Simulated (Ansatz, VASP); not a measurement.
# Mo: VASP beside Ansatz

Contents of INCAR:

```
PREC     = Accurate       # precision mode
ENCUT    = 520            # plane-wave cutoff, eV
EDIFF    = 1E-6           # SCF threshold, eV
ISMEAR   = -1             # smearing method
SIGMA    = 0.08           # smearing width, eV
LREAL    = F              # projectors in reciprocal space
LASPH    = T              # aspherical terms in the spheres
NELM     = 80             # most SCF steps
ALGO     = Normal         # electronic algorithm
ISIF     = 2              # what is computed and relaxed
LWAVE    = F              # write WAVECAR
LCHARG   = F              # write CHGCAR
GGA      = PS             # functional
NBANDS   = 13             # bands
```

The input KPOINTS:

```
Automatic mesh
0
Gamma
  17 17 17
```

File POSCAR:

```
Mo
1.0
   -1.4027391872      1.4027391872      1.4027391872
    1.4027391872     -1.4027391872      1.4027391872
    1.4027391872      1.4027391872     -1.4027391872
Mo
1
Direct
    0.0000000000      0.0000000000      0.0000000000
```

Input for Ansatz:

```yaml
crystal:
  lattice:
    - [-1.4027391872, 1.4027391872, 1.4027391872]
    - [1.4027391872, -1.4027391872, 1.4027391872]
    - [1.4027391872, 1.4027391872, -1.4027391872]
  atoms:
    - { symbol: Mo, position: [0.0, 0.0, 0.0] }
kpoints:
  mp_grid: { grid: [17, 17, 17] }
scf:
  occupations: { method: fermi_dirac, width: 0.08 }
hamiltonian:
  xc: pbesol
  pseudopotentials: { kind: all_electron, lapw: { basis_error: 0.001 } }
output:
  forces: true
  stress: true
  eigenvalues: true
  populations: true
```

Change from the starting cell: volume scaled by 0.72, LAPW.

Alike in both runs: task single point; functional PBEsol; k mesh 17 × 17 × 17; occupations fermi-dirac, width 0.08 eV; no spin polarisation.

|  | VASP | Ansatz |
| --- | --- | --- |
| version | VASP 6.6.1 | Ansatz 0.2.0 |
| potentials or method | VASP PAW PBE potentials, release 64 (Mo_sv), cutoff 520 eV | all-electron LAPW, scalar-relativistic |

```csv
,VASP,Ansatz,Ansatz less VASP
pressure (GPa),180.4,177.4,-2.99
```

VASP's potentials were made for PBE, not for PBEsol. Both programs put the cell under a high pressure, so it lies far from rest at this level. Ansatz ran all-electron here, and VASP with PAW potentials.

Noted on VASP's run: the cell as given lies far from equilibrium.
